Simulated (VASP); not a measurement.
# NbP (I4_1md) in VASP: settings compared, part 2 of 2

VASP 6.6.1. The steps go on from the part before.

## 5. Single point, PBE (volume scaled by 1.02)

File INCAR:

```
PREC     = Accurate       # precision mode
ENCUT    = 520            # plane-wave cutoff, eV
EDIFF    = 1E-7           # SCF threshold, eV
ISMEAR   = -1             # smearing method
SIGMA    = 0.05           # smearing width, eV
LREAL    = F              # projectors in reciprocal space
LASPH    = T              # aspherical terms in the spheres
NELM     = 100            # most SCF steps
ALGO     = Normal         # electronic algorithm
ISIF     = 2              # what is computed and relaxed
LWAVE    = F              # write WAVECAR
LCHARG   = F              # write CHGCAR
GGA      = PE             # functional
NBANDS   = 26             # bands
```

File KPOINTS:

```
regular mesh
0
Gamma
  11 11 11
```

File POSCAR:

```
NbP
1.0
   -1.6860157846      1.6860157846      5.7781232452
    1.6860157846     -1.6860157846      5.7781232452
    1.6860157846      1.6860157846     -5.7781232452
Nb P
2 2
Direct
    0.2498808000      0.7498808000      0.5000000000
    0.4998808000      0.4998808000      0.0000000000
    0.8327477700      0.3327477700      0.5000000000
    0.0827477700      0.0827477700      0.0000000000
```

Run with:

```bash
$ cat potpaw_PBE.64/Nb_sv/POTCAR potpaw_PBE.64/P/POTCAR > POTCAR
$ mpirun -np 1 vasp_std > vasp.out
```

It took 13 min on 1 thread of AMD EPYC 7R43 (Zen 3), shared host; peak memory 0.4 GiB.

Results (log left out):

- Free energy: -35.2907 eV
- Pressure: -4.9 GPa
- Largest force: 0.008 eV/Å
- Band gap on the k mesh: zero (filled and empty bands touch)

Forces in eV/Å, atoms in the order of the input:
```
Nb   0.000  0.000  0.008
Nb   0.000  0.000  0.008
P    0.000  0.000 -0.008
P    0.000  0.000 -0.008
```

Stress tensor (GPa, compression positive):
```
-5.01  0.00  0.00
 0.00 -5.01  0.00
 0.00  0.00 -4.81
```

Levels at points of the mesh, in eV from the Fermi level:
| k point | band 14 | band 15 | band 16 | band 17 | band 18 | band 19 | band 20 | band 21 | band 22 | band 23 |
| --- | --- | --- | --- | --- | --- | --- | --- | --- | --- | --- |
| (0.00, 0.00, 0.00) | -2.21 | -2.07 | -1.66 | -1.35 | -1.35 | 0.81 | 1.55 | 2.57 | 3.04 | 3.04 |

Caveat: the cell differs from its parent crystal (volume scaled by 1.02).

## 6. Single point, revPBE+D4

This run uses another cell than the first one, of 15.55 Å³/atom, 0.966 times its volume.

File INCAR:

```
PREC = Accurate
ENCUT = 520
EDIFF = 1E-6
ISMEAR = -1
SIGMA = 0.05
LREAL = F
LASPH = T
NELM = 100
ALGO = Normal
ISIF = 2
LWAVE = F
LCHARG = F
GGA = RE
IVDW = 13
NBANDS = 26
```

KPOINTS is that of step 5.

File POSCAR:

```
NbP
1.0
   -1.6607600726      1.6607600726      5.6387595529
    1.6607600726     -1.6607600726      5.6387595529
    1.6607600726      1.6607600726     -5.6387595529
Nb P
2 2
Direct
    0.2502292829      0.7502292829      0.5000000000
    0.5002292829      0.5002292829      0.0000000000
    0.8323992871      0.3323992871      0.5000000000
    0.0823992871      0.0823992871      0.0000000000
```

Potentials or basis: VASP PAW PBE potentials, release 64 (Nb_sv, P).

Run with:

```bash
$ cat potpaw_PBE.64/Nb_sv/POTCAR potpaw_PBE.64/P/POTCAR > POTCAR
$ mpirun -np 1 vasp_std > vasp.out
```

OUTCAR:

```text
PREC = Accurate
   ENCUT = 520
   EDIFF = 1E-6
   ISMEAR = -1
   LREAL = F
   LASPH = T
   NELM = 100
   ISIF = 2
   GGA = RE
   IVDW = 13

 ion  position               nearest neighbor table
   1  0.250  0.750  0.500-   4 2.52   4 2.52   3 2.52   3 2.52   3 2.52   3 2.52
   2  0.500  0.500  0.000-   3 2.52   3 2.52   4 2.52   4 2.52   4 2.52   4 2.52
   3  0.832  0.332  0.500-   2 2.52   2 2.52   1 2.52   1 2.52   1 2.52   1 2.52
   4  0.082  0.082  0.000-   1 2.52   1 2.52   2 2.52   2 2.52   2 2.52   2 2.52

  LATTYP: Found a body centered tetragonal cell.
 ALAT       =     3.3215201452
 C/A-ratio  =     3.3952884862

  Lattice vectors:

 A1 = (  -1.6607600726,   1.6607600726,   5.6387595529)
 A2 = (   1.6607600726,  -1.6607600726,   5.6387595529)
 A3 = (   1.6607600726,   1.6607600726,  -5.6387595529)

Analysis of symmetry for initial positions (statically):
=====================================================================
 Subroutine PRICEL returns:
 Original cell was already a primitive cell.

 Routine SETGRP: Setting up the symmetry group for a
 body centered tetragonal supercell.

 Subroutine GETGRP returns: Found  8 space group operations
 (whereof  4 operations were pure point group operations)
 out of a pool of 16 trial point group operations.

The static configuration has the point symmetry C_2v.
 The point group associated with its full space group is C_4v.

Analysis of symmetry for dynamics (positions and initial velocities):
=====================================================================
 Subroutine PRICEL returns:
 Original cell was already a primitive cell.

 Routine SETGRP: Setting up the symmetry group for a
 body centered tetragonal supercell.

 Subroutine GETGRP returns: Found  8 space group operations
 (whereof  4 operations were pure point group operations)
 out of a pool of 16 trial point group operations.

The dynamic configuration has the point symmetry C_2v.
[... 123 lines left out ...]
     AMIX     =   0.40;   BMIX     =  1.00
     AMIX_MAG =   1.60;   BMIX_MAG =  1.00
  volume/ion in A,a.u.               =      15.55       104.95
  Fermi-wavevector in a.u.,A,eV,Ry     =   1.364237  2.578034 25.322389  1.861143
  Thomas-Fermi vector in A             =   2.490570
   LORBIT       =      0    0 simple, 1 ext, 2 COOP (PROOUT), +10 PAW based schemes
   GGA     = RE    functional components
   LHFCALC =     F    Hartree Fock is set to
   AEXX    =    0.0000 exact exchange contribution
   IVDW    =    13    specifies the selected vdW correction
   LEPSILON=     F    determine dielectric tensor
   LRPA    =     F    only Hartree local field effects (RPA)
 non-spin polarized calculation
  energy-cutoff  :      520.00
  volume of cell :       62.21
 maximum number of plane-waves:      1696
 NGX is ok and might be reduce to    48
   NGX = 23   NGY = 23   NGZ = 23

 number of electron      36.0000001 magnetization

 Free energy of the ion-electron system (eV)
  ---------------------------------------------------
  ext. energy  EPLUGINS =         0.00000000
  ---------------------------------------------------
  free energy    TOTEN  =       -33.77420469 eV

  energy without entropy =      -33.76898706  energy(sigma->0) =      -33.77159587

 E-fermi :  11.0810     XC(G=0): -12.1267

 val. band max:       11.0582583676   @ k =  -0.3636   0.4545   0.3636
 cond. band min:      11.1246129843   @ k =  -0.0909   0.4545   0.0909
 fundamental gap:      0.0663546167
 Fermi energy:        11.0809696366

 k-point     1 :       0.0000    0.0000    0.0000
  band No.  band energies     occupation
      1     -43.7823      2.00000
      2     -43.7368      2.00000
      3     -20.0919      2.00000
      4     -19.8559      2.00000
      5     -19.8559      2.00000
      6     -19.7052      2.00000
[... 685 lines left out ...]
     25      15.4469      0.00000
     26      16.7189      0.00000

 [... further k-points ...]

------------------------ aborting loop because EDIFF is reached ----------------------------------------

  DFT-D4 for vdW energy calculation

  Edisp (eV):   -2.99082

  FORCE on cell =-STRESS in cart. coord.  units (eV):
  Direction    XX          YY          ZZ          XY          YZ          ZX
  --------------------------------------------------------------------------------------
  -------------------------------------------------------------------------------------
  Total      -0.22651    -0.22651    -0.21815     0.00000     0.00000     0.00000
  in kB      -5.83362    -5.83362    -5.61845     0.00000     0.00000     0.00000
  external pressure =       -5.76 kB  Pullay stress =        0.00 kB

 VOLUME and BASIS-vectors are now :
 -----------------------------------------------------------------------------
  energy-cutoff  :      520.00
  volume of cell :       62.21
      direct lattice vectors                 reciprocal lattice vectors
    -1.660760073  1.660760073  5.638759553     0.000000000  0.301066968  0.088671985
     1.660760073 -1.660760073  5.638759553     0.301066968  0.000000000  0.088671985
     1.660760073  1.660760073 -5.638759553     0.301066968  0.301066968  0.000000000

 POSITION                                       TOTAL-FORCE (eV/Angst)
 -----------------------------------------------------------------------------------
      1.66076     -0.00000      2.82197        -0.000000     -0.000000     -0.004320
      0.00000      0.00000      5.64135         0.000000      0.000000     -0.004320
      0.00000      1.66076      3.74864         0.000000     -0.000000      0.004320
      0.00000      0.00000      0.92926        -0.000000      0.000000      0.004320
 -----------------------------------------------------------------------------------
    total drift:                                0.000000      0.000000      0.000031

  FREE ENERGIE OF THE ION-ELECTRON SYSTEM (eV)
  ---------------------------------------------------
  free  energy   TOTEN  =       -36.7650221698 eV

  energy  without entropy=      -36.7598045415  energy(sigma->0) =      -36.76241336
```

stdout:

```text
POSCAR found type information on POSCAR NbP
 POSCAR found :  2 types and       4 ions
 scaLAPACK will be used
 -----------------------------------------------------------------------------
|                                                                             |
|                                                                             |
|     You enforced a specific xc type in the INCAR file but a different       |
|     I HOPE YOU KNOW WHAT YOU ARE DOING!                                     |
|                                                                             |
 -----------------------------------------------------------------------------

 LDA part: xc-table for (Slater+PW92), standard interpolation
 POSCAR, INCAR and KPOINTS ok, starting setup
 FFT: planning ... GRIDC
 FFT: planning ... GRID_SOFT
 FFT: planning ... GRID
 WAVECAR not read
 entering main loop
```

Wall time 25 min (1 thread of AMD EPYC 7R13, shared host); peak memory 0.4 GiB.

What came out:

| Quantity | Value |
| --- | --- |
| Free energy | -36.7650 eV |
| Pressure | -0.6 GPa |
| Largest force | 0.004 eV/Å |
| Band gap on the k mesh | 0.07 eV, indirect (least direct gap 0.08 eV) |
| Dispersion energy per atom | -0.748 eV |

Forces on the atoms (eV/Å):
```
Nb   0.000  0.000 -0.004
Nb   0.000  0.000 -0.004
P    0.000  0.000  0.004
P    0.000  0.000  0.004
```

Levels at points of the mesh, in eV from the valence-band top:
| k point | band 16 | band 17 | band 18 | band 19 | band 20 | band 21 |
| --- | --- | --- | --- | --- | --- | --- |
| (0.00, 0.00, 0.00) | -1.70 | -1.35 | -1.35 | 0.84 | 1.68 | 2.83 |

Caveat: the PAW data sets were made with another functional, which shifts forces and pressure a little. A k mesh can miss the band edges.

## 7. Summary

| level | potentials or basis | cell | smearing | gap on the mesh (eV) | pressure (GPa) | largest force (eV/Å) |
| --- | --- | --- | --- | --- | --- | --- |
| PBE | VASP PAW PBE potentials, release 64 (Nb_sv, P) | a = 6.210 Å, angles 148.7, 148.7, 44.8°, 4 atoms | gaussian 0.011 eV | none | -1.5 | 0.02 |
| LDA | VASP PAW LDA potentials, release 64 (Nb_sv, P) | a = 6.083 Å, angles 148.5, 148.5, 45.2°, 4 atoms | fermi-dirac 0.05 eV | 0.04 | -0.2 | - |
| PBEsol | VASP PAW PBE potentials, release 64 (Nb_sv, P) | a = 6.114 Å, angles 148.5, 148.5, 45.2°, 4 atoms | fermi-dirac 0.05 eV | 0.06 | -0.2 | - |
| PBE | VASP PAW PBE potentials, release 64 (Nb_sv, P) | a = 6.251 Å, angles 148.7, 148.7, 44.8°, 4 atoms | fermi-dirac 0.05 eV | none | -4.9 | 0.01 |
| revPBE+D4 | VASP PAW PBE potentials, release 64 (Nb_sv, P) | a = 6.108 Å, angles 148.4, 148.4, 45.2°, 4 atoms | fermi-dirac 0.05 eV | 0.07 | -0.6 | - |

Alike in all rows: task single point; no spin polarisation; k mesh 11 × 11 × 11; cutoff (eV) 520.

Caveats: the PAW data sets were made with another functional, which shifts forces and pressure a little (some runs).

Absolute energies hang on the potentials; compare differences alone.
